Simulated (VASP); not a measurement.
Here is a VASP 6.6.1 calculation.

The input INCAR:

```
ALGO     = Normal         # electronic algorithm
EDIFF    = 1E-7           # SCF threshold, eV
EDIFFG   = -0.01          # ionic threshold
ENCUT    = 600            # plane-wave cutoff, eV
IBRION   = 2              # ionic algorithm
ISIF     = 3              # what is computed and relaxed
ISMEAR   = -1             # smearing method
LASPH    = True           # aspherical terms in the spheres
LCHARG   = False          # write CHGCAR
LREAL    = False          # projectors in reciprocal space
LWAVE    = False          # write WAVECAR
NELM     = 100            # most SCF steps
NSW      = 60             # ionic steps
PREC     = Accurate       # precision mode
SIGMA    = 0.05           # smearing width, eV
```

Contents of KPOINTS:

```
k-points
0
Gamma
  11 11 3
```

File POSCAR:

```
Re
1.0
    2.7663873939      0.0000000000      0.0000000000
   -1.3831936969      2.3957617598      0.0000000000
    0.0000000000      0.0000000000      8.9388451600
Re
4
Direct
    0.6666666667      0.3333333333      0.7500000000
    0.0000000000      0.0000000000      0.5000000000
    0.3333333333      0.6666666667      0.2500000000
    0.0000000000      0.0000000000      0.0000000000
```

Potentials or basis: VASP PAW LDA potentials, release 64 (Re).

Run with:

```console
$ cat potpaw_LDA.64/Re/POTCAR > POTCAR
$ mpirun -np 1 vasp_std > vasp.out
```

Problem. Predict the relaxed volume.

Solution. 14.38 Å³/atom.

Problem. Estimate the relaxed cell.

Solution. a = 2.740 Å, b = 2.740 Å, c = 8.848 Å, α = 90.00°, β = 90.00°, γ = 120.00°.

Problem. Estimate the space group after relaxing (to 0.05 Å).

Solution. P6_3/mmc (No. 194).

Final structure:
```
Re
1.0
     2.74009    0.00000    0.00000
    -1.37004    2.37299    0.00000
     0.00000    0.00000    8.84752
Re
4
Direct
  0.66667 0.33333 0.75000
  0.00000 0.00000 0.50000
  0.33333 0.66667 0.25000
  0.00000 0.00000 0.00000
```
